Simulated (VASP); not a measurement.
# SiNi3 (Pm-3m) in VASP: a series of runs, part 2 of 2

VASP 6.6.1.

**3. Single point, PBE**

INCAR

```
PREC     = Accurate       # precision mode
ENCUT    = 520            # plane-wave cutoff, eV
EDIFF    = 1E-6           # SCF threshold, eV
ISMEAR   = 0              # smearing method
SIGMA    = 0.1            # smearing width, eV
LREAL    = False          # projectors in reciprocal space
LASPH    = True           # aspherical terms in the spheres
NELM     = 80             # most SCF steps
ALGO     = Fast           # electronic algorithm
ISIF     = 2              # what is computed and relaxed
LWAVE    = False          # write WAVECAR
LCHARG   = False          # write CHGCAR
GGA      = PE             # functional
NBANDS   = 25             # bands
```

KPOINTS

```
regular mesh
0
Gamma
  12 12 12
```

POSCAR

```
SiNi3
1.0
    3.5062596409      0.0000000000      0.0000000000
    0.0000000000      3.5062596409      0.0000000000
    0.0000000000      0.0000000000      3.5062596409
Si Ni
1 3
Direct
    0.0000000000      0.0000000000      0.0000000000
    0.0000000000      0.5000000000      0.5000000000
    0.5000000000      0.0000000000      0.5000000000
    0.5000000000      0.5000000000      0.0000000000
```

Potentials or basis: VASP PAW PBE potentials, release 64 (Si, Ni).

Launch:

```bash
$ cat potpaw_PBE.64/Si/POTCAR potpaw_PBE.64/Ni/POTCAR > POTCAR
$ mpirun -np 1 vasp_std > vasp.out
```

OUTCAR:

```text
PREC = Accurate
   ENCUT = 520
   EDIFF = 1E-6
   ISMEAR = 0
   LREAL = False
   LASPH = True
   NELM = 80
   ISIF = 2
   GGA = PE

 ion  position               nearest neighbor table
   1  0.000  0.000  0.000-   2 2.48   3 2.48   4 2.48   2 2.48   3 2.48   2 2.48   4 2.48   2 2.48
                             3 2.48   4 2.48   3 2.48   4 2.48
   2  0.000  0.500  0.500-   1 2.48   3 2.48   4 2.48   1 2.48   4 2.48   1 2.48   3 2.48   1 2.48
                             3 2.48   4 2.48   4 2.48   3 2.48
   3  0.500  0.000  0.500-   1 2.48   2 2.48   4 2.48   1 2.48   4 2.48   2 2.48   4 2.48   4 2.48
                             1 2.48   2 2.48   1 2.48   2 2.48
   4  0.500  0.500  0.000-   1 2.48   2 2.48   3 2.48   2 2.48   3 2.48   1 2.48   3 2.48   3 2.48
                             1 2.48   2 2.48   2 2.48   1 2.48

  LATTYP: Found a simple cubic cell.
 ALAT       =     3.5062596409

  Lattice vectors:

 A1 = (   3.5062596409,   0.0000000000,   0.0000000000)
 A2 = (   0.0000000000,   3.5062596409,   0.0000000000)
 A3 = (   0.0000000000,   0.0000000000,   3.5062596409)

Analysis of symmetry for initial positions (statically):
=====================================================================
 Subroutine PRICEL returns:
 Original cell was already a primitive cell.

 Routine SETGRP: Setting up the symmetry group for a
 simple cubic supercell.

 Subroutine GETGRP returns: Found 48 space group operations
 (whereof 48 operations were pure point group operations)
 out of a pool of 48 trial point group operations.

The static configuration has the point symmetry O_h .

Analysis of symmetry for dynamics (positions and initial velocities):
=====================================================================
 Subroutine PRICEL returns:
 Original cell was already a primitive cell.

 Routine SETGRP: Setting up the symmetry group for a
 simple cubic supercell.

 Subroutine GETGRP returns: Found 48 space group operations
 (whereof 48 operations were pure point group operations)
 out of a pool of 48 trial point group operations.

The dynamic configuration has the point symmetry O_h .

 Subroutine INISYM returns: Found 48 space group operations
 (whereof 48 operations are pure point group operations),
 and found     1 'primitive' translations

----------------------------------------------------------------------------------------

                                     Primitive cell

  volume of cell :      43.1055

  direct lattice vectors                    reciprocal lattice vectors
     3.506259641  0.000000000  0.000000000     0.285204207  0.000000000  0.000000000
     0.000000000  3.506259641  0.000000000     0.000000000  0.285204207  0.000000000
     0.000000000  0.000000000  3.506259641     0.000000000  0.000000000  0.285204207

  length of vectors
     3.506259641  3.506259641  3.506259641     0.285204207  0.285204207  0.285204207

  position of ions in fractional coordinates (direct lattice)
     0.000000000  0.000000000  0.000000000
     0.000000000  0.500000000  0.500000000
     0.500000000  0.000000000  0.500000000
     0.500000000  0.500000000  0.000000000

  ion indices of the primitive-cell ions
   primitive index   ion index
                 1           1
                 2           2
                 3           3
                 4           4

----------------------------------------------------------------------------------------

 KPOINTS: regular mesh

Automatic generation of k-mesh.
 Grid dimensions read from file:
 generate k-points for:   12   12   12

 Generating k-lattice:

  Cartesian coordinates                     Fractional coordinates (reciprocal lattice)
     0.023767017  0.000000000  0.000000000     0.083333333  0.000000000  0.000000000
     0.000000000  0.023767017  0.000000000     0.000000000  0.083333333  0.000000000
     0.000000000  0.000000000  0.023767017     0.000000000  0.000000000  0.083333333

  Length of vectors
     0.023767017  0.023767017  0.023767017

  Shift w.r.t. Gamma in fractional coordinates (k-lattice)
     0.000000000  0.000000000  0.000000000

 Subroutine IBZKPT returns following result:
 ===========================================

 Found     84 irreducible k-points:

 Following reciprocal coordinates:
            Coordinates               Weight
  0.000000  0.000000  0.000000      1.000000
  0.083333  0.000000  0.000000      6.000000
  0.166667  0.000000  0.000000      6.000000
  0.250000  0.000000  0.000000      6.000000
  0.333333  0.000000  0.000000      6.000000
  0.416667  0.000000  0.000000      6.000000
[... 16 lines left out ...]
  0.333333  0.333333  0.000000     12.000000
  0.416667  0.333333  0.000000     24.000000
 [... further k-points ...]
   k-points           NKPTS =     84   k-points in BZ     NKDIM =     84   number of bands    NBANDS=     25
   number of dos      NEDOS =    301   number of ions     NIONS =      4
   total plane-waves  NPLWV =  21952
   dimension x,y,z NGX =    28 NGY =   28 NGZ =   28
   dimension x,y,z NGXF=    56 NGYF=   56 NGZF=   56
   ions per type =               1   3
   NGX,Y,Z   is equivalent  to a cutoff of  13.28, 13.28, 13.28 a.u.
   NGXF,Y,Z  is equivalent  to a cutoff of  26.55, 26.55, 26.55 a.u.
 SYSTEM =  unknown system
   PREC   = accura    normal or accurate (medium, high low for compatibility)
   ISTART =      0    job   : 0-new  1-cont  2-samecut
   ICHARG =      2    charge: 1-file 2-atom 10-const
   ISPIN  =      1    spin polarized calculation?
   LNONCOLLINEAR =      F non collinear calculations
   LSORBIT =      F    spin-orbit coupling
   LASPH  =      T    aspherical Exc in radial PAW
   ENCUT  =  520.0 eV  38.22 Ry    6.18 a.u.   6.52  6.52  6.52*2*pi/ulx,y,z
   NELM   =     80;   NELMIN=  2; NELMDL= -5     # of ELM steps
   EDIFF  = 0.1E-05   stopping-criterion for ELM
   LREAL  =      F    real-space projection
   EDIFFG = 0.1E-04   stopping-criterion for IOM
   NSW    =      0    number of steps for IOM
   IBRION =     -1    ionic relax: 0-MD 1-quasi-New 2-CG
   NFREE  =      0    steps in history (QN), initial steepest desc. (CG)
   ISIF   =      2    stress and relaxation
   ISYM   =      2    0-nonsym 1-usesym 2-fastsym
   POTIM  = 0.5000    time-step for ionic-motion
   TEBEG  =    0.0;   TEEND  =   0.0 temperature during run
   PSTRESS=    0.0 pullay stress
   NELECT =      34.0000    total number of electrons
   NUPDOWN=      -1.0000    fix difference up-down
   EMIN   =  10.00;   EMAX   =-10.00  energy-range for DOS
   EFERMI =   0.00;   METHOD = LEGACY
   ISMEAR =     0;   SIGMA  =   0.10  broadening in eV -4-tet -1-fermi 0-gaus
   EFERMI_NEDOS =   21; number of points for ismear=-14 and -15
   IALGO  =     68    algorithm
   IMIX   =      4    mixing-type and parameters
     AMIX     =   0.40;   BMIX     =  1.00
     AMIX_MAG =   1.60;   BMIX_MAG =  1.00
  volume/ion in A,a.u.               =      10.78        72.72
  Fermi-wavevector in a.u.,A,eV,Ry     =   1.512599  2.858397 31.129516  2.287955
  Thomas-Fermi vector in A             =   2.622502
   LORBIT       =      0    0 simple, 1 ext, 2 COOP (PROOUT), +10 PAW based schemes
   GGA     = PE    functional components
   LHFCALC =     F    Hartree Fock is set to
   AEXX    =    0.0000 exact exchange contribution
   IVDW    =     0    specifies the selected vdW correction
   LEPSILON=     F    determine dielectric tensor
   LRPA    =     F    only Hartree local field effects (RPA)
 non-spin polarized calculation
 RMM-DIIS sequential band-by-band and
 Gauss-broadening in eV      SIGMA  =   0.10
  energy-cutoff  :      520.00
  volume of cell :       43.11
 maximum number of plane-waves:      1189
 NGX is ok and might be reduce to    28
   NGX = 13   NGY = 13   NGZ = 13

 number of electron      33.9999979 magnetization

 Free energy of the ion-electron system (eV)
  ---------------------------------------------------
  ext. energy  EPLUGINS =         0.00000000
  ---------------------------------------------------
  free energy    TOTEN  =       -23.68596422 eV

  energy without entropy =      -23.67561361  energy(sigma->0) =      -23.68078891

 E-fermi :  10.6539     XC(G=0): -13.0971

 val. band max:       10.6446404937   @ k =   0.0833   0.0833   0.0000
 cond. band min:      10.6751599682   @ k =   0.4167   0.4167   0.3333
 fundamental gap:      0.0305194745
 Fermi energy:        10.6539373531

 k-point     1 :       0.0000    0.0000    0.0000
  band No.  band energies     occupation
      1      -1.2720      2.00000
      2       5.7858      2.00000
      3       6.6058      2.00000
      4       6.6058      2.00000
      5       7.1245      2.00000
      6       7.1245      2.00000
[... 661 lines left out ...]
     24      20.4768      0.00000
     25      21.3795      0.00000

 [... further k-points ...]
[... 5 lines left out ...]
  --------------------------------------------------------------------------------------
  -------------------------------------------------------------------------------------
  Total        0.0254792      0.0254792      0.0254792      0.0000000      0.0000000      0.0000000
  in kB        0.9470307      0.9470307      0.9470307      0.0000000      0.0000000      0.0000000
  external PRESSURE =       0.9470307 kB  Pullay stress =       0.0000000 kB

 VOLUME and BASIS-vectors are now :
 -----------------------------------------------------------------------------
  energy-cutoff  :      520.00
  volume of cell :       43.11
      direct lattice vectors                 reciprocal lattice vectors
     3.506259641  0.000000000  0.000000000     0.285204207  0.000000000  0.000000000
     0.000000000  3.506259641  0.000000000     0.000000000  0.285204207  0.000000000
     0.000000000  0.000000000  3.506259641     0.000000000  0.000000000  0.285204207

 POSITION                                       TOTAL-FORCE (eV/Angst)
 -----------------------------------------------------------------------------------
      0.00000      0.00000      0.00000         0.000000      0.000000      0.000000
      0.00000      1.75313      1.75313         0.000000      0.000000      0.000000
      1.75313      0.00000      1.75313         0.000000      0.000000      0.000000
      1.75313      1.75313      0.00000         0.000000      0.000000      0.000000
 -----------------------------------------------------------------------------------
    total drift:                                0.000000      0.000000      0.000000

  FREE ENERGIE OF THE ION-ELECTRON SYSTEM (eV)
  ---------------------------------------------------
  free  energy   TOTEN  =       -23.6859642160 eV

  energy  without entropy=      -23.6756136087  energy(sigma->0) =      -23.68078891
```

Run time: 40 s. Hardware: 1 thread of Intel Xeon 6975P-C (Granite Rapids), shared host; peak memory 0.2 GiB.

Results:

| Item | Value |
| --- | --- |
| Free energy | -23.6860 eV |
| Pressure | 0.1 GPa |
| Band gap on the k mesh | zero (band 17 reaches 10.69 eV, above the bottom of band 18 at 10.45 eV) |

Levels at points of the mesh, in eV from the Fermi level:
```tsv
k point	band 15	band 16	band 17	band 18	band 19	band 20
(0.00, 0.00, 0.00)	-0.62	-0.30	0.03	0.03	0.03	4.82
(0.50, 0.00, 0.00)	-1.14	-0.56	0.03	3.60	3.60	5.20
(0.50, 0.50, 0.00)	-1.11	-1.01	-0.94	0.65	0.65	5.58
(0.50, 0.50, 0.50)	-1.24	-0.39	-0.21	-0.21	-0.21	1.20
```

Spin polarisation is off, so any magnetic state and its effect on volume and gap are missing.

**4. Relaxation of cell and atoms, PBE, target pressure 40 GPa, at which the enthalpy is minimised**

This run uses another cell than the first one, of 9.37 Å³/atom, 0.869 times its volume.

INCAR

```
SYSTEM = SiNi3
  PREC = Accurate
  ENCUT = 600
  EDIFF = 1E-7
  ISMEAR = 0
  SIGMA = 0.1
  LREAL = .False.
  LASPH = .True.
  NELM = 100
  ALGO = Normal
  ISIF = 3
  LWAVE = .False.
  LCHARG = .False.
  GGA = PE
  IBRION = 2
  NSW = 70
  EDIFFG = -0.008
  PSTRESS = 400.0
```

KPOINTS

```
regular mesh
0
Gamma
  12 12 12
  0 0 0
```

POSCAR

```
SiNi3
1.0
    3.3463573645      0.0000000000      0.0000000000
    0.0000000000      3.3463573645      0.0000000000
    0.0000000000      0.0000000000      3.3463573645
Si Ni
1 3
Direct
    0.0000000000      0.0000000000      0.0000000000
    0.0000000000      0.5000000000      0.5000000000
    0.5000000000      0.0000000000      0.5000000000
    0.5000000000      0.5000000000      0.0000000000
```

Launch:

```bash
$ cat potpaw_PBE.64/Si/POTCAR potpaw_PBE.64/Ni/POTCAR > POTCAR
$ mpirun -np 1 vasp_std > vasp.out
```

Run time: 1.8 min. Hardware: 1 thread of Intel Xeon Platinum 8488C (Sapphire Rapids), shared host; peak memory 0.21 GiB.

The run converged. Its results:

```
Free energy                                            : -23.0794 eV
Relaxed volume                                         : 9.40 Å³/atom
Relaxed cell                                           : a = 3.350 Å, b = 3.350 Å, c = 3.350 Å, α = 90.00°, β = 90.00°, γ = 90.00°
Space group after relaxing (to 0.05 Å)                 : Pm-3m (No. 221)
Energy change on relaxing (the enthalpy is what falls) : -7.5 meV/atom
Ionic steps                                            : 3
Pressure after relaxing                                : 40.0 GPa
Band gap on the k mesh                                 : zero (band 17 reaches 12.90 eV, above the bottom of band 18 at 12.61 eV)
```

The path:
| step | energy change (eV) | largest force (eV/Å) | pressure (GPa) | volume (Å³) |
| --- | --- | --- | --- | --- |
| 1 | 0.0000 | 0.0000 | 41.26 | 37.47 |
| 2 | -0.0982 | 0.0000 | 37.18 | 37.87 |
| 3 | -0.0302 | 0.0000 | 40.00 | 37.59 |

Final structure:
```
Si Ni
1.0
     3.34989    0.00000    0.00000
     0.00000    3.34989    0.00000
     0.00000    0.00000    3.34989
Si Ni
1 3
Direct
  0.00000 0.00000 0.00000
  0.00000 0.50000 0.50000
  0.50000 0.00000 0.50000
  0.50000 0.50000 0.00000
```

Levels at points of the mesh, in eV from the Fermi level:
```tsv
k point	band 15	band 16	band 17	band 18	band 19	band 20
(0.00, 0.00, 0.00)	-0.76	-0.35	0.05	0.05	0.05	6.19
(0.50, 0.00, 0.00)	-1.40	-0.68	0.05	4.17	4.17	5.62
(0.50, 0.50, 0.00)	-1.35	-1.24	-1.16	0.80	0.80	6.49
(0.50, 0.50, 0.50)	-1.52	-0.67	-0.24	-0.24	-0.24	1.86
```

Caveat: the cell is relaxed towards a set pressure, so the enthalpy falls and the energy may rise.

**5. Relaxation of cell and atoms, PBE, target pressure 20 GPa, at which the enthalpy is minimised**

This run uses another cell than the first one, of 9.95 Å³/atom, 0.924 times its volume.

INCAR

```
ALGO = Normal
EDIFF = 1E-7
EDIFFG = -0.008
ENCUT = 600
GGA = PE
IBRION = 2
ISIF = 3
ISMEAR = 0
LASPH = T
LCHARG = F
LREAL = F
LWAVE = F
NELM = 100
NSW = 70
PREC = Accurate
PSTRESS = 200.0
SIGMA = 0.1
```

KPOINTS

```
k-points
0
Gamma
  12 12 12
```

POSCAR

```
SiNi3
1.0
    3.4145279823      0.0000000000      0.0000000000
    0.0000000000      3.4145279823      0.0000000000
    0.0000000000      0.0000000000      3.4145279823
Si Ni
1 3
Direct
    0.0000000000      0.0000000000      0.0000000000
    0.0000000000      0.5000000000      0.5000000000
    0.5000000000      0.0000000000      0.5000000000
    0.5000000000      0.5000000000      0.0000000000
```

Launch:

```bash
$ cat potpaw_PBE.64/Si/POTCAR potpaw_PBE.64/Ni/POTCAR > POTCAR
$ mpirun -np 1 vasp_std > vasp.out
```

Wall time 1.8 min (1 thread of Intel Xeon Platinum 8488C (Sapphire Rapids), shared host); peak memory 0.21 GiB.

Results (log left out):

| Quantity | Value |
| --- | --- |
| Free energy | -23.4953 eV |
| Relaxed volume | 9.96 Å³/atom |
| Relaxed cell | a = 3.416 Å, b = 3.416 Å, c = 3.416 Å, α = 90.00°, β = 90.00°, γ = 90.00° |
| Space group after relaxing (to 0.05 Å) | Pm-3m (No. 221) |
| Energy change on relaxing (the enthalpy is what falls) | -1.1 meV/atom |
| Ionic steps | 3 |
| Pressure after relaxing | 20.0 GPa |
| Band gap on the k mesh | zero (band 17 reaches 11.92 eV, above the bottom of band 18 at 11.65 eV) |

Step by step:
```
step  energy change (eV)  largest force (eV/Å)  pressure (GPa)  volume (Å³)
   1              0.0000                0.0000           20.27        39.81
   2             -0.0121                0.0000           19.54        39.91
   3             -0.0043                0.0000           20.03        39.84
```

Final structure:
```yaml
crystal:
  lattice:
    - [3.41551, 0.00000, 0.00000]
    - [0.00000, 3.41551, 0.00000]
    - [0.00000, 0.00000, 3.41551]
  atoms:
    - { symbol: Si, position: [0.00000, 0.00000, 0.00000] }
    - { symbol: Ni, position: [0.00000, 0.50000, 0.50000] }
    - { symbol: Ni, position: [0.50000, 0.00000, 0.50000] }
    - { symbol: Ni, position: [0.50000, 0.50000, 0.00000] }
```

Levels at points of the mesh, in eV from the Fermi level:
| k point | band 15 | band 16 | band 17 | band 18 | band 19 | band 20 |
| --- | --- | --- | --- | --- | --- | --- |
| (0.00, 0.00, 0.00) | -0.70 | -0.33 | 0.04 | 0.04 | 0.04 | 5.59 |
| (0.50, 0.00, 0.00) | -1.28 | -0.62 | 0.04 | 3.92 | 3.92 | 5.46 |
| (0.50, 0.50, 0.00) | -1.24 | -1.14 | -1.06 | 0.73 | 0.73 | 6.09 |
| (0.50, 0.50, 0.50) | -1.39 | -0.55 | -0.23 | -0.23 | -0.23 | 1.56 |

Caveat: the cell is relaxed towards a set pressure, so the enthalpy falls and the energy may rise. Spin polarisation is off, so any magnetic state and its effect on volume and gap are missing.

**6. The runs side by side**

| task | cell | k mesh | cutoff (eV) | smearing | gap on the mesh (eV) | pressure (GPa) |
| --- | --- | --- | --- | --- | --- | --- |
| single point | a = 3.506 Å, 4 atoms | 14 × 14 × 14 | 520 | gaussian 0.15 eV | none | 0.1 |
| single point | a = 3.506 Å, 4 atoms | 12 × 12 × 12 | 520 | gaussian 0.1 eV | none | 0.1 |
| relaxation of cell and atoms | relaxed to 40 GPa from a = 3.346 Å, 4 atoms | 12 × 12 × 12 | 600 | gaussian 0.1 eV | none | 40.0 |
| relaxation of cell and atoms | relaxed to 20 GPa from a = 3.415 Å, 4 atoms | 12 × 12 × 12 | 600 | gaussian 0.1 eV | none | 20.0 |

Alike in all rows: level PBE; potentials or basis VASP PAW PBE potentials, release 64 (Si, Ni); no spin polarisation.

Caveats: the cell is relaxed towards a set pressure, so the enthalpy falls and the energy may rise (some runs).

Absolute energies hang on the potentials; compare differences alone.
